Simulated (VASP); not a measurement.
# Os in VASP: notebook

Runs on Os. Level: PBEsol. Tasks: single point, relaxation of cell and atoms.

Program: VASP 6.6.1. These are calculated values, not measurements. Logs are shortened: lines on timing, memory, paths and dates and some standing lists are left out, and cuts for length are marked.

## 1. The cell of the first run

It takes space group Fm-3m (No. 225, cubic). Conventional cell: a = 3.820 Å, b = 3.820 Å, c = 3.820 Å, α = 90.00°, β = 90.00°, γ = 90.00°. Os (site symmetry m-3m) has 12 Os at 2.70 Å within 3.6 Å.

## 2. Single point, PBEsol

Input file INCAR:

```
  PREC = Accurate
  ENCUT = 520
  EDIFF = 1E-6
  ISMEAR = 0
  SIGMA = 0.1
  LREAL = False
  LASPH = True
  NELM = 100
  ALGO = Normal
  ISIF = 2
  LWAVE = False
  LCHARG = False
  GGA = PS
  NBANDS = 10
```

Input file KPOINTS:

```
Automatic mesh
0
Gamma
  28 28 28
```

Input file POSCAR:

```
Os
1.0
   -1.3507106278      1.3507106278      1.9102260658
    1.3507106278     -1.3507106278      1.9102260658
    1.3507106278      1.3507106278     -1.9102260658
Os
1
Direct
    0.0000000000      0.0000000000      0.0000000000
```

Potentials or basis: VASP PAW PBE potentials, release 64 (Os).

Command:

```bash
cat potpaw_PBE.64/Os/POTCAR > POTCAR
mpirun -np 1 vasp_std > vasp.out
```

OUTCAR:

```text
PREC = Accurate
   ENCUT = 520
   EDIFF = 1E-6
   ISMEAR = 0
   LREAL = False
   LASPH = True
   NELM = 100
   ISIF = 2
   GGA = PS

 ion  position               nearest neighbor table
   1  0.000  0.000  0.000-

  LATTYP: Found a body centered tetragonal cell.
 ALAT       =     2.7014212556
 C/A-ratio  =     1.4142378290

  Lattice vectors:

 A1 = (  -1.3507106278,   1.3507106278,   1.9102260658)
 A2 = (   1.3507106278,  -1.3507106278,   1.9102260658)
 A3 = (   1.3507106278,   1.3507106278,  -1.9102260658)

Analysis of symmetry for initial positions (statically):
=====================================================================
 Subroutine PRICEL returns:
 Original cell was already a primitive cell.

 Routine SETGRP: Setting up the symmetry group for a
 body centered tetragonal supercell.

 Subroutine GETGRP returns: Found 16 space group operations
 (whereof 16 operations were pure point group operations)
 out of a pool of 16 trial point group operations.

The static configuration has the point symmetry D_4h.

Analysis of symmetry for dynamics (positions and initial velocities):
=====================================================================
 Subroutine PRICEL returns:
 Original cell was already a primitive cell.

 Routine SETGRP: Setting up the symmetry group for a
 body centered tetragonal supercell.

 Subroutine GETGRP returns: Found 16 space group operations
 (whereof 16 operations were pure point group operations)
 out of a pool of 16 trial point group operations.

The dynamic configuration has the point symmetry D_4h.

 Subroutine INISYM returns: Found 16 space group operations
 (whereof 16 operations are pure point group operations),
 and found     1 'primitive' translations

----------------------------------------------------------------------------------------

                                     Primitive cell

  volume of cell :      13.9402

  direct lattice vectors                    reciprocal lattice vectors
    -1.350710628  1.350710628  1.910226066     0.000000000  0.370175513  0.261749124
     1.350710628 -1.350710628  1.910226066     0.370175513  0.000000000  0.261749124
     1.350710628  1.350710628 -1.910226066     0.370175513  0.370175513  0.000000000

  length of vectors
     2.701444433  2.701444433  2.701444433     0.453367968  0.453367968  0.523507231

  position of ions in fractional coordinates (direct lattice)
     0.000000000  0.000000000  0.000000000

  ion indices of the primitive-cell ions
   primitive index   ion index
                 1           1

----------------------------------------------------------------------------------------

 KPOINTS: Automatic mesh

Automatic generation of k-mesh.
 Grid dimensions read from file:
 generate k-points for:   28   28   28

 Generating k-lattice:

  Cartesian coordinates                     Fractional coordinates (reciprocal lattice)
     0.000000000  0.013220554  0.009348183     0.035714286  0.000000000  0.000000000
     0.013220554  0.000000000  0.009348183     0.000000000  0.035714286  0.000000000
     0.013220554  0.013220554  0.000000000     0.000000000  0.000000000  0.035714286

  Length of vectors
     0.016191713  0.016191713  0.018696687

  Shift w.r.t. Gamma in fractional coordinates (k-lattice)
     0.000000000  0.000000000  0.000000000

 Subroutine IBZKPT returns following result:
 ===========================================

 Found   1639 irreducible k-points:

 Following reciprocal coordinates:
            Coordinates               Weight
  0.000000  0.000000  0.000000      1.000000
  0.035714 -0.000000  0.000000      8.000000
  0.071429 -0.000000  0.000000      8.000000
  0.107143 -0.000000  0.000000      8.000000
  0.142857  0.000000  0.000000      8.000000
  0.178571  0.000000  0.000000      8.000000
[... 16 lines left out ...]
  0.285714  0.035714  0.000000     16.000000
  0.321429  0.035714  0.000000     16.000000
 [... further k-points ...]
   k-points           NKPTS =   1639   k-points in BZ     NKDIM =   1639   number of bands    NBANDS=     10
   number of dos      NEDOS =    301   number of ions     NIONS =      1
   total plane-waves  NPLWV =   8000
   dimension x,y,z NGX =    20 NGY =   20 NGZ =   20
   dimension x,y,z NGXF=    40 NGYF=   40 NGZF=   40
   ions per type =               1
   NGX,Y,Z   is equivalent  to a cutoff of  12.31, 12.31, 12.31 a.u.
   NGXF,Y,Z  is equivalent  to a cutoff of  24.62, 24.62, 24.62 a.u.
 SYSTEM =  unknown system
   PREC   = accura    normal or accurate (medium, high low for compatibility)
   ISTART =      0    job   : 0-new  1-cont  2-samecut
   ICHARG =      2    charge: 1-file 2-atom 10-const
   ISPIN  =      1    spin polarized calculation?
   LNONCOLLINEAR =      F non collinear calculations
   LSORBIT =      F    spin-orbit coupling
   LASPH  =      T    aspherical Exc in radial PAW
   ENCUT  =  520.0 eV  38.22 Ry    6.18 a.u.   5.02  5.02  5.02*2*pi/ulx,y,z
   NELM   =    100;   NELMIN=  2; NELMDL= -5     # of ELM steps
   EDIFF  = 0.1E-05   stopping-criterion for ELM
   LREAL  =      F    real-space projection
   EDIFFG = 0.1E-04   stopping-criterion for IOM
   NSW    =      0    number of steps for IOM
   IBRION =     -1    ionic relax: 0-MD 1-quasi-New 2-CG
   NFREE  =      0    steps in history (QN), initial steepest desc. (CG)
   ISIF   =      2    stress and relaxation
   ISYM   =      2    0-nonsym 1-usesym 2-fastsym
   POTIM  = 0.5000    time-step for ionic-motion
   TEBEG  =    0.0;   TEEND  =   0.0 temperature during run
   PSTRESS=    0.0 pullay stress
   NELECT =       8.0000    total number of electrons
   NUPDOWN=      -1.0000    fix difference up-down
   EMIN   =  10.00;   EMAX   =-10.00  energy-range for DOS
   EFERMI =   0.00;   METHOD = LEGACY
   ISMEAR =     0;   SIGMA  =   0.10  broadening in eV -4-tet -1-fermi 0-gaus
   EFERMI_NEDOS =   21; number of points for ismear=-14 and -15
   IALGO  =     38    algorithm
   IMIX   =      4    mixing-type and parameters
     AMIX     =   0.40;   BMIX     =  1.00
     AMIX_MAG =   1.60;   BMIX_MAG =  1.00
  volume/ion in A,a.u.               =      13.94        94.07
  Fermi-wavevector in a.u.,A,eV,Ry     =   1.360447  2.570872 25.181889  1.850817
  Thomas-Fermi vector in A             =   2.487109
   LORBIT       =      0    0 simple, 1 ext, 2 COOP (PROOUT), +10 PAW based schemes
   GGA     = PS    functional components
   LHFCALC =     F    Hartree Fock is set to
   AEXX    =    0.0000 exact exchange contribution
   IVDW    =     0    specifies the selected vdW correction
   LEPSILON=     F    determine dielectric tensor
   LRPA    =     F    only Hartree local field effects (RPA)
 non-spin polarized calculation
 Gauss-broadening in eV      SIGMA  =   0.10
  energy-cutoff  :      520.00
  volume of cell :       13.94
 maximum number of plane-waves:       388
   NGX =  9   NGY =  9   NGZ =  9

 number of electron       7.9999999 magnetization

 Free energy of the ion-electron system (eV)
  ---------------------------------------------------
  ext. energy  EPLUGINS =         0.00000000
  ---------------------------------------------------
  free energy    TOTEN  =       -12.10312771 eV

  energy without entropy =      -12.09936503  energy(sigma->0) =      -12.10124637

 E-fermi :   9.2242     XC(G=0): -14.1722

 val. band max:        9.2238607778   @ k =  -0.3214   0.4286   0.3214
 cond. band min:       9.2248170162   @ k =  -0.3571   0.2500   0.0357
 fundamental gap:      0.0009562384
 Fermi energy:         9.2242264284

 k-point     1 :       0.0000    0.0000    0.0000
  band No.  band energies     occupation
      1      -1.6695      2.00000
      2       6.2074      2.00000
      3       6.2076      2.00000
      4       6.2076      2.00000
      5       9.2950      0.31712
      6       9.2953      0.31490
      7      23.5073      0.00000
      8      29.3307      0.00000
      9      29.3313      0.00000
     10      29.3313      0.00000

 k-point     2 :       0.0357   -0.0000    0.0000
  band No.  band energies     occupation
      1      -1.6089      2.00000
      2       6.1694      2.00000
      3       6.2357      2.00000
      4       6.2359      2.00000
      5       9.2735      0.48570
      6       9.2738      0.48286
      7      23.6219      0.00000
      8      28.9792      0.00000
      9      29.4387      0.00000
     10      29.4391      0.00000

 k-point     3 :       0.0714   -0.0000    0.0000
  band No.  band energies     occupation
      1      -1.4297      2.00000
      2       6.0622      2.00000
      3       6.3163      2.00000
      4       6.3164      2.00000
      5       9.2160      1.09297
      6       9.2163      1.08951
      7      23.9545      0.00000
      8      28.1757      0.00000
      9      29.7582      0.00000
     10      29.7586      0.00000

 k-point     4 :       0.1071   -0.0000    0.0000
  band No.  band energies     occupation
      1      -1.1404      2.00000
      2       5.9057      2.00000
      3       6.4356      2.00000
      4       6.4358      2.00000
      5       9.1425      1.75196
      6       9.1428      1.75029
      7      24.4667      0.00000
      8      27.2392      0.00000
      9      30.2780      0.00000
     10      30.2784      0.00000
[... 222 lines left out ...]
 k-point    22 :       0.2500    0.0357    0.0000
  band No.  band energies     occupation
      1       0.8343      2.00000
      2       5.5239      2.00000
      3       6.6547      2.00000
      4       6.7001      2.00000
      5       9.2690      0.52687
      6       9.9159      0.00000
      7      23.2221      0.00000
      8      26.9039      0.00000
      9      33.1571      0.00000
     10      33.5492      0.00000

 k-point    23 :       0.2857    0.0357    0.0000
  band No.  band energies     occupation
      1       1.1762      2.00000
      2       5.8129      2.00000
      3       6.5381      2.00000
      4       6.5842      2.00000
      5       9.6593      0.00000
      6      10.3114      0.00000
      7      22.3976      0.00000
      8      26.3212      0.00000
      9      32.8978      0.00000
     10      34.0768      0.00000

 k-point    24 :       0.3214    0.0357    0.0000
  band No.  band energies     occupation
      1       1.3902      2.00000
      2       6.3038      2.00000
      3       6.4063      2.00000
      4       6.4485      2.00000
      5      10.1113      0.00000
      6      10.7448      0.00000
      7      21.5441      0.00000
      8      25.4248      0.00000
      9      32.0267      0.00000
     10      33.5433      0.00000

 [... further k-points ...]

------------------------ aborting loop because EDIFF is reached ----------------------------------------

  FORCE on cell =-STRESS in cart. coord.  units (eV):
  Direction    XX          YY          ZZ          XY          YZ          ZX
  --------------------------------------------------------------------------------------
  -------------------------------------------------------------------------------------
  Total        0.0466790      0.0466790      0.0462080      0.0000000      0.0000000      0.0000000
  in kB        5.3649097      5.3649097      5.3107817      0.0000000      0.0000000      0.0000000
  external PRESSURE =       5.3468670 kB  Pullay stress =       0.0000000 kB

 VOLUME and BASIS-vectors are now :
 -----------------------------------------------------------------------------
  energy-cutoff  :      520.00
  volume of cell :       13.94
      direct lattice vectors                 reciprocal lattice vectors
    -1.350710628  1.350710628  1.910226066     0.000000000  0.370175513  0.261749124
     1.350710628 -1.350710628  1.910226066     0.370175513  0.000000000  0.261749124
     1.350710628  1.350710628 -1.910226066     0.370175513  0.370175513  0.000000000

 POSITION                                       TOTAL-FORCE (eV/Angst)
 -----------------------------------------------------------------------------------
      0.00000      0.00000      0.00000        -0.000000     -0.000000     -0.000000
 -----------------------------------------------------------------------------------
    total drift:                                0.000000      0.000000      0.000000

  FREE ENERGIE OF THE ION-ELECTRON SYSTEM (eV)
  ---------------------------------------------------
  free  energy   TOTEN  =       -12.1031277092 eV

  energy  without entropy=      -12.0993650328  energy(sigma->0) =      -12.10124637
```

It took 71 s on 1 thread of Intel Xeon 6975P-C (Granite Rapids), shared host; peak memory 0.34 GiB.

What came out:

* Free energy: -12.1031 eV
* Pressure: 0.5 GPa
* Band gap on the k mesh: zero (band 4 reaches 11.70 eV, above the bottom of band 5 at 7.66 eV)

Caveat: the PAW data sets were made with another functional, which shifts forces and pressure a little; spin-orbit coupling is left out, which moves the levels of the heavy elements.

## 3. Relaxation of cell and atoms, PBEsol

Input file INCAR:

```
PREC = Accurate
ENCUT = 600
EDIFF = 1E-7
ISMEAR = 0
SIGMA = 0.1
LREAL = F
LASPH = T
NELM = 100
ALGO = Normal
ISIF = 3
LWAVE = F
LCHARG = F
GGA = PS
IBRION = 2
NSW = 100
EDIFFG = -0.01
```

KPOINTS is that of step 2.

Input file POSCAR:

```
Os
1.0
   -1.3564846360      1.3564846360      1.8960362474
    1.3564846360     -1.3564846360      1.8960362474
    1.3564846360      1.3564846360     -1.8960362474
Os
1
Direct
    0.0000000000      0.0000000000      0.0000000000
```

Potentials or basis: VASP PAW PBE potentials, release 64 (Os).

Command:

```bash
cat potpaw_PBE.64/Os/POTCAR > POTCAR
mpirun -np 1 vasp_std > vasp.out
```

It took 3.7 min on 1 thread of Intel Xeon 6975P-C (Granite Rapids), shared host; peak memory 0.37 GiB.

The run converged. Its results:

- Free energy: -12.1036 eV
- Relaxed volume: 13.96 Å³/atom
- Relaxed cell: a = 2.703 Å, b = 2.703 Å, c = 2.703 Å, α = 120.00°, β = 120.00°, γ = 90.00°
- Space group after relaxing (to 0.05 Å): Fm-3m (No. 225)
- Energy gained by relaxing: 1.3 meV/atom
- Ionic steps: 5
- Pressure after relaxing: 0.0 GPa
- Band gap on the k mesh: zero (band 4 reaches 11.67 eV, above the bottom of band 5 at 7.65 eV)

The path:
```
step  energy change (eV)  largest force (eV/Å)  pressure (GPa)  volume (Å³)
   1              0.0000                0.0000            0.23        13.96
   2             -0.0010                0.0000           -1.03        14.00
   3             -0.0012                0.0000           -0.65        13.98
   4             -0.0006                0.0000            2.61        13.88
   5             -0.0013                0.0000            0.01        13.96
```

Final structure:
```
Os
1.0
    -1.35142    1.35142    1.91111
     1.35142   -1.35142    1.91111
     1.35142    1.35142   -1.91111
Os
1
Direct
  0.00000 0.00000 0.00000
```

Levels at points of the mesh, in eV from the Fermi level:
```
           k point  band 1  band 2  band 3  band 4  band 5  band 6  band 7  band 8
(0.00, 0.00, 0.00)  -10.88   -3.01   -3.01   -3.01    0.07    0.07   14.28   20.10
(0.50, 0.00, 0.00)   -7.74   -3.17   -3.17   -0.24    2.50    2.50    9.04   13.80
(0.50, 0.50, 0.00)   -7.64   -6.92    2.36    2.47    3.20    3.20   12.29   12.29
(0.50, 0.50, 0.50)   -7.64   -6.92    2.36    2.47    3.20    3.20   12.29   12.29
```

Caveat: the PAW data sets were made with another functional, which shifts forces and pressure a little; spin-orbit coupling is left out, which moves the levels of the heavy elements.

## 4. Single point, PBEsol

This run uses another cell than the first one: it holds 4 atoms, not 1.

Input file INCAR:

```
  PREC = Accurate
  ENCUT = 520
  EDIFF = 1E-7
  ISMEAR = 0
  SIGMA = 0.1
  LREAL = False
  LASPH = True
  NELM = 100
  ALGO = Normal
  ISIF = 2
  LWAVE = False
  LCHARG = False
  GGA = PS
  NBANDS = 24
```

Input file KPOINTS:

```
Automatic mesh
0
Gamma
  6 6 4
```

Input file POSCAR:

```
Os
1.0
    1.9185705950     -1.9181473205      0.0000000000
    1.9185705950      1.9181473205      0.0000000000
    0.0000000000      0.0000000000      7.5841449896
Os
4
Direct
    0.7500062645      0.2499937355      0.1250088507
    0.7499937355      0.2500062645      0.6250088507
    0.2499937355      0.7500062645      0.8749911493
    0.2500062645      0.7499937355      0.3749911493
```

Command:

```bash
cat potpaw_PBE.64/Os/POTCAR > POTCAR
mpirun -np 1 vasp_std > vasp.out
```

It took 24 s on 1 thread of Intel Xeon 6975P-C (Granite Rapids), shared host; peak memory 0.17 GiB.

Results (log left out):

| Property | Result |
| --- | --- |
| Free energy | -48.3445 eV |
| Pressure | 0.5 GPa |
| Band gap on the k mesh | zero (band 16 reaches 11.69 eV, above the bottom of band 17 at 8.54 eV) |

Stress tensor (GPa, compression positive):
```
0.41 0.00 0.00
0.00 0.49 0.00
0.00 0.00 0.63
```

Levels at points of the mesh, in eV from the Fermi level:
```
           k point  band 12  band 13  band 14  band 15  band 16  band 17  band 18  band 19  band 20  band 21
(0.00, 0.00, 0.00)    -2.25    -0.97    -0.97    -0.97    -0.97    -0.21     0.04     0.93     0.94     2.29
(0.50, 0.00, 0.00)    -3.24    -1.63    -1.63    -0.39    -0.39    -0.36    -0.36     2.29     2.29     2.40
(0.50, 0.50, 0.00)    -0.89     2.11     2.11     2.32     2.32     2.92     2.93     2.93     2.93     3.12
(0.00, 0.00, 0.50)    -2.64    -0.88    -0.88    -0.32    -0.32     0.11     0.11     1.45     1.45     1.46
(0.50, 0.00, 0.50)    -2.82    -2.38    -2.38    -2.38    -2.38     1.28     1.28     1.28     1.28     3.69
(0.50, 0.50, 0.50)    -1.26     0.89     0.89     0.89     0.89     2.93     2.93     2.93     2.93     6.72
```

Caveat: the k points lie up to 0.39 Å⁻¹ apart; the PAW data sets were made with another functional, which shifts forces and pressure a little; spin-orbit coupling is left out, which moves the levels of the heavy elements.

## 5. Single point, PBEsol

Input file INCAR:

```
ALGO = Fast ; EDIFF = 1E-6
ENCUT = 520 ; GGA = PS
ISIF = 2 ; ISMEAR = 0
LASPH = True ; LCHARG = False
LREAL = False ; LWAVE = False
NBANDS = 10 ; NELM = 60
PREC = Accurate ; SIGMA = 0.1
```

Input file KPOINTS:

```
k-points
0
Gamma
  8 8 8
```

Input file POSCAR:

```
Os
1.0
   -1.3498298943      1.3498298943      1.9126829421
    1.3498298943     -1.3498298943      1.9126829421
    1.3498298943      1.3498298943     -1.9126829421
Os
1
Direct
    0.0000000000      0.0000000000      0.0000000000
```

Command:

```bash
cat potpaw_PBE.64/Os/POTCAR > POTCAR
mpirun -np 1 vasp_std > vasp.out
```

Wall time 3.7 s (1 thread of Intel Xeon 6975P-C (Granite Rapids), shared host); peak memory 0.13 GiB.

The run converged. Its results:

```yaml
Free_energy: -12.1158 eV
Pressure: 0.5 GPa
Band_gap_on_the_k_mesh: zero (band 4 reaches 11.68 eV, above the bottom of band 5 at 8.29 eV)
```

Stress tensor (GPa, compression positive):
```
0.67 0.00 0.00
0.00 0.67 0.00
0.00 0.00 0.26
```

Levels at points of the mesh, in eV from the Fermi level:
| k point | band 1 | band 2 | band 3 | band 4 | band 5 | band 6 | band 7 | band 8 | band 9 |
| --- | --- | --- | --- | --- | --- | --- | --- | --- | --- |
| (0.00, 0.00, 0.00) | -10.69 | -2.84 | -2.81 | -2.81 | 0.24 | 0.28 | 14.50 | 20.26 | 20.32 |
| (0.50, 0.00, 0.00) | -7.55 | -3.00 | -2.97 | -0.04 | 2.69 | 2.71 | 9.26 | 14.01 | 20.63 |
| (0.50, 0.50, 0.00) | -7.47 | -6.73 | 2.58 | 2.66 | 3.39 | 3.42 | 12.48 | 12.51 | 12.57 |
| (0.50, 0.50, 0.50) | -7.47 | -6.73 | 2.54 | 2.66 | 3.40 | 3.40 | 12.52 | 12.53 | 12.53 |

Caveat: the k points lie up to 0.41 Å⁻¹ apart; the PAW data sets were made with another functional, which shifts forces and pressure a little; spin-orbit coupling is left out, which moves the levels of the heavy elements.

[end of part 1 of 2]
